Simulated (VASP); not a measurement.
# Be2Se (P6/mmm) in VASP: notebook

Be2Se is run at these levels: PBE; tasks: single point, relaxation of cell and atoms.

Everything below comes from runs of VASP 6.6.1. Logs are shortened: lines on timing, memory, paths and dates and some standing lists are left out, and cuts for length are marked.

## (1) The cell of the first run

The structure is hexagonal, space group P6/mmm (No. 191). The conventional cell has a = 4.191 Å, b = 4.191 Å, c = 2.784 Å, α = 90.00°, β = 90.00°, γ = 120.00°. Within 3.2 Å of Be (site symmetry -6m2) lie 5 Be at 2.42 to 2.78 Å and 3 Se at 2.42 Å. Se (site symmetry 6/mmm) has 6 Be at 2.42 Å and 2 Se at 2.78 Å within 3.2 Å.

The cell was built from a structure type or drawn by symmetry, and may not be a known phase.

## (2) Single point, PBE

INCAR reads:

```
PREC     = Accurate       # precision mode
ENCUT    = 520            # plane-wave cutoff, eV
EDIFF    = 1E-6           # SCF threshold, eV
ISMEAR   = 0              # smearing method
SIGMA    = 0.1            # smearing width, eV
LREAL    = F              # projectors in reciprocal space
LASPH    = T              # aspherical terms in the spheres
NELM     = 80             # most SCF steps
ALGO     = Normal         # electronic algorithm
ISIF     = 2              # what is computed and relaxed
LWAVE    = F              # write WAVECAR
LCHARG   = F              # write CHGCAR
GGA      = PE             # functional
NBANDS   = 12             # bands
```

KPOINTS reads:

```
Automatic mesh
0
Gamma
  6 6 6
```

POSCAR reads:

```
Be2Se
1.0
    4.1908460508      0.0000000000      0.0000000000
   -2.0954230254      3.6293791434      0.0000000000
    0.0000000000      0.0000000000      2.7842425723
Be Se
2 1
Direct
    0.3333333333      0.6666666667      0.5000000000
    0.6666666667      0.3333333333      0.5000000000
    0.0000000000      0.0000000000      0.5000000000
```

Potentials or basis: VASP PAW PBE potentials, release 64 (Be, Se).

Run with:

```bash
> cat potpaw_PBE.64/Be/POTCAR potpaw_PBE.64/Se/POTCAR > POTCAR
> mpirun -np 1 vasp_std > vasp.out
```

OUTCAR:

```text
PREC = Accurate
   ENCUT = 520
   EDIFF = 1E-6
   ISMEAR = 0
   LREAL = F
   LASPH = T
   NELM = 80
   ISIF = 2
   GGA = PE

 ion  position               nearest neighbor table
   1  0.333  0.667  0.500-   3 2.42   3 2.42   3 2.42
   2  0.667  0.333  0.500-   3 2.42   3 2.42   3 2.42
   3  0.000  0.000  0.500-   1 2.42   2 2.42   2 2.42   1 2.42   2 2.42   1 2.42

  LATTYP: Found a hexagonal cell.
 ALAT       =     4.1908460508
 C/A-ratio  =     0.6643628849

  Lattice vectors:

 A1 = (   4.1908460508,   0.0000000000,   0.0000000000)
 A2 = (  -2.0954230254,   3.6293791434,   0.0000000000)
 A3 = (   0.0000000000,   0.0000000000,   2.7842425723)

Analysis of symmetry for initial positions (statically):
=====================================================================
 Subroutine PRICEL returns:
 Original cell was already a primitive cell.

 Routine SETGRP: Setting up the symmetry group for a
 hexagonal supercell.

 Subroutine GETGRP returns: Found 24 space group operations
 (whereof 24 operations were pure point group operations)
 out of a pool of 24 trial point group operations.

The static configuration has the point symmetry D_6h.

Analysis of symmetry for dynamics (positions and initial velocities):
=====================================================================
 Subroutine PRICEL returns:
 Original cell was already a primitive cell.

 Routine SETGRP: Setting up the symmetry group for a
 hexagonal supercell.

 Subroutine GETGRP returns: Found 24 space group operations
 (whereof 24 operations were pure point group operations)
 out of a pool of 24 trial point group operations.

The dynamic configuration has the point symmetry D_6h.

 Subroutine INISYM returns: Found 24 space group operations
 (whereof 24 operations are pure point group operations),
 and found     1 'primitive' translations

----------------------------------------------------------------------------------------

                                     Primitive cell

  volume of cell :      42.3488

  direct lattice vectors                    reciprocal lattice vectors
     4.190846051  0.000000000  0.000000000     0.238615303  0.137764609  0.000000000
    -2.095423025  3.629379143  0.000000000     0.000000000  0.275529219  0.000000000
     0.000000000  0.000000000  2.784242572     0.000000000  0.000000000  0.359164108

  length of vectors
     4.190846051  4.190846051  2.784242572     0.275529219  0.275529219  0.359164108

  position of ions in fractional coordinates (direct lattice)
     0.333333333  0.666666667  0.500000000
     0.666666667  0.333333333  0.500000000
     0.000000000  0.000000000  0.500000000

  ion indices of the primitive-cell ions
   primitive index   ion index
                 1           1
                 2           2
                 3           3

----------------------------------------------------------------------------------------

 KPOINTS: Automatic mesh

Automatic generation of k-mesh.
 Grid dimensions read from file:
 generate k-points for:    6    6    6

 Generating k-lattice:

  Cartesian coordinates                     Fractional coordinates (reciprocal lattice)
     0.039769217  0.022960768  0.000000000     0.166666667 -0.000000000  0.000000000
     0.000000000  0.045921536  0.000000000     0.000000000  0.166666667  0.000000000
     0.000000000  0.000000000  0.059860685     0.000000000  0.000000000  0.166666667

  Length of vectors
     0.045921536  0.045921536  0.059860685

  Shift w.r.t. Gamma in fractional coordinates (k-lattice)
     0.000000000  0.000000000  0.000000000

 Subroutine IBZKPT returns following result:
 ===========================================

 Found     28 irreducible k-points:

 Following reciprocal coordinates:
            Coordinates               Weight
  0.000000  0.000000  0.000000      1.000000
  0.166667  0.000000  0.000000      6.000000
  0.333333  0.000000  0.000000      6.000000
  0.500000  0.000000  0.000000      3.000000
  0.166667  0.166667  0.000000      6.000000
  0.333333  0.166667  0.000000     12.000000
[... 16 lines left out ...]
  0.166667  0.000000  0.500000      6.000000
  0.333333  0.000000  0.500000      6.000000
 [... further k-points ...]
   k-points           NKPTS =     28   k-points in BZ     NKDIM =     28   number of bands    NBANDS=     12
   number of dos      NEDOS =    301   number of ions     NIONS =      3
   total plane-waves  NPLWV =  24576
   dimension x,y,z NGX =    32 NGY =   32 NGZ =   24
   dimension x,y,z NGXF=    64 NGYF=   64 NGZF=   48
   ions per type =               2   1
   NGX,Y,Z   is equivalent  to a cutoff of  12.69, 12.69, 14.33 a.u.
   NGXF,Y,Z  is equivalent  to a cutoff of  25.39, 25.39, 28.66 a.u.
 SYSTEM =  unknown system
   PREC   = accura    normal or accurate (medium, high low for compatibility)
   ISTART =      0    job   : 0-new  1-cont  2-samecut
   ICHARG =      2    charge: 1-file 2-atom 10-const
   ISPIN  =      1    spin polarized calculation?
   LNONCOLLINEAR =      F non collinear calculations
   LSORBIT =      F    spin-orbit coupling
   LASPH  =      T    aspherical Exc in radial PAW
   ENCUT  =  520.0 eV  38.22 Ry    6.18 a.u.   7.79  7.79  5.18*2*pi/ulx,y,z
   NELM   =     80;   NELMIN=  2; NELMDL= -5     # of ELM steps
   EDIFF  = 0.1E-05   stopping-criterion for ELM
   LREAL  =      F    real-space projection
   EDIFFG = 0.1E-04   stopping-criterion for IOM
   NSW    =      0    number of steps for IOM
   IBRION =     -1    ionic relax: 0-MD 1-quasi-New 2-CG
   NFREE  =      0    steps in history (QN), initial steepest desc. (CG)
   ISIF   =      2    stress and relaxation
   ISYM   =      2    0-nonsym 1-usesym 2-fastsym
   POTIM  = 0.5000    time-step for ionic-motion
   TEBEG  =    0.0;   TEEND  =   0.0 temperature during run
   PSTRESS=    0.0 pullay stress
   NELECT =      10.0000    total number of electrons
   NUPDOWN=      -1.0000    fix difference up-down
   EMIN   =  10.00;   EMAX   =-10.00  energy-range for DOS
   EFERMI =   0.00;   METHOD = LEGACY
   ISMEAR =     0;   SIGMA  =   0.10  broadening in eV -4-tet -1-fermi 0-gaus
   EFERMI_NEDOS =   21; number of points for ismear=-14 and -15
   IALGO  =     38    algorithm
   IMIX   =      4    mixing-type and parameters
     AMIX     =   0.40;   BMIX     =  1.00
     AMIX_MAG =   1.60;   BMIX_MAG =  1.00
  volume/ion in A,a.u.               =      14.12        95.26
  Fermi-wavevector in a.u.,A,eV,Ry     =   1.011877  1.912171 13.930942  1.023895
  Thomas-Fermi vector in A             =   2.144953
   LORBIT       =      0    0 simple, 1 ext, 2 COOP (PROOUT), +10 PAW based schemes
   GGA     = PE    functional components
   LHFCALC =     F    Hartree Fock is set to
   AEXX    =    0.0000 exact exchange contribution
   IVDW    =     0    specifies the selected vdW correction
   LEPSILON=     F    determine dielectric tensor
   LRPA    =     F    only Hartree local field effects (RPA)
 non-spin polarized calculation
 Gauss-broadening in eV      SIGMA  =   0.10
  energy-cutoff  :      520.00
  volume of cell :       42.35
 maximum number of plane-waves:      1163
 NGX is ok and might be reduce to    32
   NGX = 15   NGY = 15   NGZ = 11

 number of electron      10.0000000 magnetization

 Free energy of the ion-electron system (eV)
  ---------------------------------------------------
  ext. energy  EPLUGINS =         0.00000000
  ---------------------------------------------------
  free energy    TOTEN  =        -8.80532687 eV

  energy without entropy =       -8.79786135  energy(sigma->0) =       -8.80159411

 E-fermi :   5.4154     XC(G=0):  -9.9667

 val. band max:        5.3782205040   @ k =   0.1667   0.0000   0.1667
 cond. band min:       5.6074961718   @ k =   0.0000   0.0000   0.3333
 fundamental gap:      0.2292756678
 Fermi energy:         5.4154246175

 k-point     1 :       0.0000    0.0000    0.0000
  band No.  band energies     occupation
      1     -10.2431      2.00000
      2       0.6690      2.00000
      3       0.6690      2.00000
      4       2.1633      2.00000
      5       4.2518      2.00000
      6       4.2518      2.00000
      7       7.1357      0.00000
      8       8.3563      0.00000
      9      13.5130      0.00000
     10      14.2451      0.00000
     11      16.7457      0.00000
     12      18.3809      0.00000

 k-point     2 :       0.1667    0.0000    0.0000
  band No.  band energies     occupation
      1     -10.1312      2.00000
      2      -0.8841      2.00000
      3       0.1670      2.00000
      4       3.0524      2.00000
      5       4.9777      2.00000
      6       5.3395      1.71732
      7       7.2966      0.00000
      8       9.3489      0.00000
      9      13.4949      0.00000
     10      13.8736      0.00000
     11      16.2694      0.00000
     12      17.0028      0.00000

 k-point     3 :       0.3333    0.0000    0.0000
  band No.  band energies     occupation
      1      -9.8818      2.00000
      2      -2.4410      2.00000
      3      -0.4958      2.00000
      4       2.9020      2.00000
      5       7.3339      0.00000
      6       7.6712      0.00000
      7       7.7332      0.00000
      8      11.6742      0.00000
      9      12.7323      0.00000
     10      13.1359      0.00000
     11      14.3163      0.00000
     12      15.4063      0.00000
[... 286 lines left out ...]
 k-point    23 :       0.1667    0.0000    0.5000
  band No.  band energies     occupation
      1      -7.8961      2.00000
      2      -1.4434      2.00000
      3       1.3436      2.00000
      4       1.9149      2.00000
      5       5.3671      1.50583
      6       6.2293      0.00000
      7       7.3009      0.00000
      8       7.7108      0.00000
      9       8.2622      0.00000
     10      11.2265      0.00000
     11      12.5788      0.00000
     12      13.7590      0.00000

 k-point    24 :       0.3333    0.0000    0.5000
  band No.  band energies     occupation
      1      -7.7051      2.00000
      2      -0.9021      2.00000
      3       0.0421      2.00000
      4       1.2943      2.00000
      5       4.0893      2.00000
      6       6.2202      0.00000
      7       7.0376      0.00000
      8       9.6091      0.00000
      9      10.3829      0.00000
     10      10.3932      0.00000
     11      14.7021      0.00000
     12      14.7915      0.00000

 [... further k-points ...]

------------------------ aborting loop because EDIFF is reached ----------------------------------------

  FORCE on cell =-STRESS in cart. coord.  units (eV):
  Direction    XX          YY          ZZ          XY          YZ          ZX
  --------------------------------------------------------------------------------------
  -------------------------------------------------------------------------------------
  Total        0.0505256      0.0505256      0.0395560      0.0000000      0.0000000      0.0000000
  in kB        1.9115285      1.9115285      1.4965182      0.0000000      0.0000000      0.0000000
  external PRESSURE =       1.7731917 kB  Pullay stress =       0.0000000 kB

 VOLUME and BASIS-vectors are now :
 -----------------------------------------------------------------------------
  energy-cutoff  :      520.00
  volume of cell :       42.35
      direct lattice vectors                 reciprocal lattice vectors
     4.190846051  0.000000000  0.000000000     0.238615303  0.137764609  0.000000000
    -2.095423025  3.629379143  0.000000000     0.000000000  0.275529219  0.000000000
     0.000000000  0.000000000  2.784242572     0.000000000  0.000000000  0.359164108

 POSITION                                       TOTAL-FORCE (eV/Angst)
 -----------------------------------------------------------------------------------
     -0.00000      2.41959      1.39212         0.000000      0.000000      0.000000
      2.09542      1.20979      1.39212        -0.000000      0.000000     -0.000000
      0.00000      0.00000      1.39212        -0.000000      0.000000      0.000000
 -----------------------------------------------------------------------------------
    total drift:                                0.000000     -0.000000     -0.000000

  FREE ENERGIE OF THE ION-ELECTRON SYSTEM (eV)
  ---------------------------------------------------
  free  energy   TOTEN  =        -8.8053268686 eV

  energy  without entropy=       -8.7978613477  energy(sigma->0) =       -8.80159411
```

Wall time 17 s (1 thread of Intel Xeon 8259CL, shared host); peak memory 0.16 GiB.

Results:

* Free energy: -8.8053 eV
* Pressure: 0.2 GPa
* Band gap on the k mesh: zero (bands 5 and 6 overlap by 3.64 eV)

Levels at points of the mesh, in eV from the Fermi level:
| k point | band 1 | band 2 | band 3 | band 4 | band 5 | band 6 | band 7 | band 8 | band 9 | band 10 |
| --- | --- | --- | --- | --- | --- | --- | --- | --- | --- | --- |
| (0.00, 0.00, 0.00) | -15.66 | -4.75 | -4.75 | -3.25 | -1.16 | -1.16 | 1.72 | 2.94 | 8.10 | 8.83 |
| (0.50, 0.00, 0.00) | -15.16 | -8.45 | -6.16 | -2.65 | 2.48 | 4.14 | 4.94 | 5.07 | 5.94 | 7.32 |
| (0.00, 0.00, 0.50) | -13.40 | -7.07 | -3.05 | -3.05 | 0.60 | 0.76 | 0.86 | 0.86 | 3.81 | 6.64 |
| (0.50, 0.00, 0.50) | -13.02 | -5.95 | -5.89 | -4.36 | -2.03 | 0.80 | 1.21 | 4.69 | 6.73 | 7.60 |

Caveat: the k points lie up to 0.38 Å⁻¹ apart, too coarse for converged energies and pressures of a metal.

## (3) Single point, PBE

This run uses another cell than the first one, of 17.09 Å³/atom.

INCAR reads:

```
SYSTEM = Be2Se
  ALGO = Normal
  EDIFF = 1E-6
  ENCUT = 520
  GGA = PE
  ISIF = 2
  ISMEAR = 0
  LASPH = .True.
  LCHARG = .True.
  LELF = .True.
  LREAL = .False.
  LVHAR = .True.
  LWAVE = .False.
  NBANDS = 12
  NELM = 80
  PREC = Accurate
  SIGMA = 0.1
```

KPOINTS reads:

```
k-points
0
Gamma
  6 6 6
  0 0 0
```

POSCAR reads:

```
Be2Se
1.0
    4.7343405200      0.0000000000      0.0000000000
   -2.3671702600      4.1000591600      0.0000000000
    0.0000000000      0.0000000000      2.6414447500
Be Se
2 1
Direct
    0.3333333300      0.6666666700      0.5000000000
    0.6666666700      0.3333333300      0.5000000000
    0.0000000000      0.0000000000      0.5000000000
```

Potentials or basis: VASP PAW PBE potentials, release 64 (Be, Se).

Run with:

```bash
> cat potpaw_PBE.64/Be/POTCAR potpaw_PBE.64/Se/POTCAR > POTCAR
> mpirun -np 1 vasp_std > vasp.out
```

Wall time 18 s (1 thread of Intel Xeon 8259CL, shared host); peak memory 0.17 GiB.

The run converged. Its results:

| Property | Result |
| --- | --- |
| Free energy | -8.1506 eV |
| Pressure | -10.4 GPa |
| Band gap on the k mesh | zero (bands 5 and 6 overlap by 2.29 eV) |

Stress tensor (GPa, compression positive):
```
-11.19   0.00   0.00
  0.00 -11.19   0.00
  0.00   0.00  -8.76
```

Levels at points of the mesh, in eV from the Fermi level:
```tsv
k point	band 1	band 2	band 3	band 4	band 5	band 6	band 7	band 8	band 9	band 10
(0.00, 0.00, 0.00)	-15.51	-4.80	-4.80	-4.66	-1.12	-1.12	0.56	3.48	8.46	8.46
(0.50, 0.00, 0.00)	-15.33	-7.51	-5.64	-3.38	1.17	2.74	2.84	3.70	4.38	5.96
(0.00, 0.00, 0.50)	-12.46	-7.03	-2.32	-2.32	-0.78	0.17	1.86	1.86	2.10	5.67
(0.50, 0.00, 0.50)	-12.32	-6.63	-4.10	-3.02	-1.60	0.37	1.02	4.33	4.94	5.32
```

Caveat: the k points lie up to 0.40 Å⁻¹ apart, too coarse for converged energies and pressures of a metal.

[end of part 1 of 2]
